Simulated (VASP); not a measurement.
# In (Pm-3m) in VASP: density of states with PBE

Aim: the density of states of In with PBE.

All numbers are computed with VASP 6.6.1; they aren't measurements. Logs are shortened: lines on timing, memory, paths and dates and some standing lists are left out, and cuts for length are marked.

## Step 1: The cell of the first run

The structure is cubic, space group Pm-3m (No. 221). Conventional cell: a = 2.716 Å, b = 2.716 Å, c = 2.716 Å, α = 90.00°, β = 90.00°, γ = 90.00°. In (site symmetry m-3m) has 6 In at 2.72 Å within 3.6 Å.

## Step 2: Density of states, PBE (volume scaled by 0.68)

POSCAR

```
In
1.0
    2.7159464493      0.0000000000      0.0000000000
    0.0000000000      2.7159464493      0.0000000000
    0.0000000000      0.0000000000      2.7159464493
In
1
Direct
    0.0000000000      0.0000000000      0.0000000000
```

INCAR.step1

```
  ALGO = Normal
  EDIFF = 1E-6
  ENCUT = 520
  GGA = PE
  ISIF = 2
  ISMEAR = -1
  LASPH = T
  LCHARG = T
  LREAL = F
  LWAVE = F
  NBANDS = 12
  NELM = 60
  PREC = Accurate
  SIGMA = 0.05
```

KPOINTS.step1

```
k-points
0
Gamma
  12 12 12
```

INCAR.step2

```
  ALGO = Normal
  EDIFF = 1E-6
  ENCUT = 520
  GGA = PE
  ICHARG = 11
  ISIF = 2
  ISMEAR = -5
  LASPH = T
  LCHARG = F
  LORBIT = 10
  LREAL = F
  LWAVE = F
  NEDOS = 2001
  NELM = 60
  PREC = Accurate
  SIGMA = 0.05
```

KPOINTS.step2

```
k-points
0
Gamma
  18 18 18
```

Potentials or basis: VASP PAW PBE potentials, release 64 (In_d).

Launch:

```bash
cat potpaw_PBE.64/In_d/POTCAR > POTCAR
cp INCAR.step1 INCAR
cp KPOINTS.step1 KPOINTS
mpirun -np 1 vasp_std > vasp.out
cp INCAR.step2 INCAR
cp KPOINTS.step2 KPOINTS
mpirun -np 1 vasp_std > vasp.out
```

OUTCAR:

```text
EDIFF = 1E-6
   ENCUT = 520
   GGA = PE
   ICHARG = 11
   ISIF = 2
   ISMEAR = -5
   LASPH = T
   LORBIT = 10
   LREAL = F
   NELM = 60
   PREC = Accurate

 ion  position               nearest neighbor table
   1  0.000  0.000  0.000-

  LATTYP: Found a simple cubic cell.
 ALAT       =     2.7159464493

  Lattice vectors:

 A1 = (   2.7159464493,   0.0000000000,   0.0000000000)
 A2 = (   0.0000000000,   2.7159464493,   0.0000000000)
 A3 = (   0.0000000000,   0.0000000000,   2.7159464493)

Analysis of symmetry for initial positions (statically):
=====================================================================
 Subroutine PRICEL returns:
 Original cell was already a primitive cell.

 Routine SETGRP: Setting up the symmetry group for a
 simple cubic supercell.

 Subroutine GETGRP returns: Found 48 space group operations
 (whereof 48 operations were pure point group operations)
 out of a pool of 48 trial point group operations.

The static configuration has the point symmetry O_h .

Analysis of symmetry for dynamics (positions and initial velocities):
=====================================================================
 Subroutine PRICEL returns:
 Original cell was already a primitive cell.

 Routine SETGRP: Setting up the symmetry group for a
 simple cubic supercell.

 Subroutine GETGRP returns: Found 48 space group operations
 (whereof 48 operations were pure point group operations)
 out of a pool of 48 trial point group operations.

The dynamic configuration has the point symmetry O_h .

 Subroutine INISYM returns: Found 48 space group operations
 (whereof 48 operations are pure point group operations),
 and found     1 'primitive' translations

----------------------------------------------------------------------------------------

                                     Primitive cell

  volume of cell :      20.0338

  direct lattice vectors                    reciprocal lattice vectors
     2.715946449  0.000000000  0.000000000     0.368195772  0.000000000  0.000000000
     0.000000000  2.715946449  0.000000000     0.000000000  0.368195772  0.000000000
     0.000000000  0.000000000  2.715946449     0.000000000  0.000000000  0.368195772

  length of vectors
     2.715946449  2.715946449  2.715946449     0.368195772  0.368195772  0.368195772

  position of ions in fractional coordinates (direct lattice)
     0.000000000  0.000000000  0.000000000

  ion indices of the primitive-cell ions
   primitive index   ion index
                 1           1

[... 78 lines left out ...]
   NFREE  =      0    steps in history (QN), initial steepest desc. (CG)
   ISIF   =      2    stress and relaxation
   ISYM   =      2    0-nonsym 1-usesym 2-fastsym
   POTIM  = 0.5000    time-step for ionic-motion
   TEBEG  =    0.0;   TEEND  =   0.0 temperature during run
   PSTRESS=    0.0 pullay stress
   NELECT =      13.0000    total number of electrons
   NUPDOWN=      -1.0000    fix difference up-down
   EMIN   =  10.00;   EMAX   =-10.00  energy-range for DOS
   EFERMI =   0.00;   METHOD = LEGACY
   ISMEAR =    -5;   SIGMA  =   0.05  broadening in eV -4-tet -1-fermi 0-gaus
   EFERMI_NEDOS =   21; number of points for ismear=-14 and -15
   IALGO  =     38    algorithm
   IMIX   =      4    mixing-type and parameters
     AMIX     =   0.40;   BMIX     =  1.00
     AMIX_MAG =   1.60;   BMIX_MAG =  1.00
  volume/ion in A,a.u.               =      20.03       135.19
  Fermi-wavevector in a.u.,A,eV,Ry     =   1.417321  2.678347 27.331349  2.008797
  Thomas-Fermi vector in A             =   2.538563
   LORBIT       =     10    0 simple, 1 ext, 2 COOP (PROOUT), +10 PAW based schemes
   GGA     = PE    functional components
   LHFCALC =     F    Hartree Fock is set to
   AEXX    =    0.0000 exact exchange contribution
   IVDW    =     0    specifies the selected vdW correction
   LEPSILON=     F    determine dielectric tensor
   LRPA    =     F    only Hartree local field effects (RPA)
 non-spin polarized calculation
 Fermi weights with tetrahedron method with Bloechl corrections
  energy-cutoff  :      520.00
  volume of cell :       20.03
 maximum number of plane-waves:       554

 number of electron      12.9999990 magnetization

 Free energy of the ion-electron system (eV)
  ---------------------------------------------------
  ext. energy  EPLUGINS =         0.00000000
  ---------------------------------------------------
  free energy    TOTEN  =        -1.80004781 eV

  energy without entropy =       -1.80004781  energy(sigma->0) =       -1.80004781

 E-fermi :  10.7868     XC(G=0): -11.5157

 val. band max:       10.8446259526   @ k =   0.5000   0.5000   0.2222
 cond. band min:      10.6777212681   @ k =   0.5000   0.3333   0.3333
 fundamental gap:     -0.1669046846
 Fermi energy:        10.7868263206

 k-point     1 :       0.0000    0.0000    0.0000
  band No.  band energies     occupation
      1      -5.2621      2.00000
      2      -5.2621      2.00000
      3      -3.6170      2.00000
      4      -3.6170      2.00000
      5      -3.6170      2.00000
      6      -0.7810      2.00000
      7      19.8832      0.00000
      8      19.8832      0.00000
      9      19.8832      0.00000
     10      23.8657      0.00000
[... 287 lines left out ...]
 k-point    24 :       0.3333    0.1111    0.0000
  band No.  band energies     occupation
      1      -5.0816      2.00000
      2      -4.4560      2.00000
      3      -4.0744      2.00000
      4      -3.9692      2.00000
      5      -3.6406      2.00000
      6       2.1477      2.00000
      7      10.2300      1.69563
      8      19.7586      0.00000
      9      23.0894      0.00000
     10      24.7996      0.00000

 [... further k-points ...]
[... 5 lines left out ...]
  --------------------------------------------------------------------------------------
  -------------------------------------------------------------------------------------
  Total        4.1234854      4.1234854      4.1234854     -0.0000000      0.0000000      0.0000000
  in kB      329.7702180    329.7702180    329.7702180     -0.0000000      0.0000000      0.0000000
  external PRESSURE =     329.7702180 kB  Pullay stress =       0.0000000 kB

 VOLUME and BASIS-vectors are now :
 -----------------------------------------------------------------------------
  energy-cutoff  :      520.00
  volume of cell :       20.03
      direct lattice vectors                 reciprocal lattice vectors
     2.715946449  0.000000000  0.000000000     0.368195772  0.000000000  0.000000000
     0.000000000  2.715946449  0.000000000     0.000000000  0.368195772  0.000000000
     0.000000000  0.000000000  2.715946449     0.000000000  0.000000000  0.368195772

 POSITION                                       TOTAL-FORCE (eV/Angst)
 -----------------------------------------------------------------------------------
      0.00000      0.00000      0.00000         0.000000      0.000000      0.000000
 -----------------------------------------------------------------------------------
    total drift:                                0.000000      0.000000     -0.000000

  FREE ENERGIE OF THE ION-ELECTRON SYSTEM (eV)
  ---------------------------------------------------
  free  energy   TOTEN  =        -1.8000478141 eV

  energy  without entropy=       -1.8000478141  energy(sigma->0) =       -1.80004781

 total charge

# of ion       s       p       d       tot
------------------------------------------
    1        0.968   0.873   9.874  11.715
```

Wall time 14 s (1 thread of Intel Xeon 6975P-C (Granite Rapids), shared host); peak memory 0.15 GiB.

Results:

```
Valence electrons inside the program's atomic spheres : In 11.71
```

Caveat: spin-orbit coupling is left out, which moves the levels of the heavy elements; tetrahedron occupations give inexact forces and stress in metals.
